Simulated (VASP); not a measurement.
Set up this calculation in VASP 6.6.1, as the native input.

```yaml
Task: relaxation of cell and atoms
Functional: LDA
Potentials_or_basis: VASP PAW LDA potentials, release 64 (Al, As)
Cutoff: 500 eV
k_mesh: 8 × 8 × 8
Occupations: gaussian, width 0.02 eV
Spin: no spin polarisation
Dipole_correction: no
Further_INCAR_settings: ALGO = Normal; EDIFF = 1e-07; IBRION = 2; EDIFFG = -0.002; NSW = 100; ISIF = 3
```

The structure of AlAs (lda) lies in POSCAR:

```
AlAs
1.0
    0.0000000000      2.8379008000      2.8379008000
    2.8379008000      0.0000000000      2.8379008000
    2.8379008000      2.8379008000      0.0000000000
Al As
1 1
Direct
    0.0000000000      0.0000000000      0.0000000000
    0.2500000000      0.2500000000      0.2500000000
```

The input as run:

INCAR

```
  PREC = Accurate
  ENCUT = 500
  EDIFF = 1E-7
  ISMEAR = 0
  SIGMA = 0.02
  LREAL = False
  LASPH = True
  NELM = 120
  ALGO = Normal
  ISIF = 3
  LWAVE = False
  LCHARG = False
  IBRION = 2
  NSW = 100
  EDIFFG = -0.002
  GGA_COMPAT = False
  NELMIN = 4
```

KPOINTS

```
Automatic mesh
0
Gamma
  8 8 8
```

Potentials or basis: VASP PAW LDA potentials, release 64 (Al, As).

Run with:

```console
$ cat potpaw_LDA.64/Al/POTCAR potpaw_LDA.64/As/POTCAR > POTCAR
$ mpirun -np 1 vasp_std > vasp.out
```

It gave:

```json
{
 "Relaxed volume": "22.40 Å³/atom",
 "Relaxed cell": "a = 3.986 Å, b = 3.986 Å, c = 3.986 Å, α = 60.00°, β = 60.00°, γ = 60.00°",
 "Space group after relaxing (to 0.05 Å)": "F-43m (No. 216)",
 "Energy gained by relaxing": "2.1 meV/atom",
 "Ionic steps": "3",
 "Pressure after relaxing": "0.0 GPa",
 "Band gap on the k mesh": "1.32 eV, indirect (least direct gap 1.98 eV)"
}
```

It took 33 s on 1 thread of Intel Xeon 8259CL, on a shared host, peak memory 0.15 GiB.
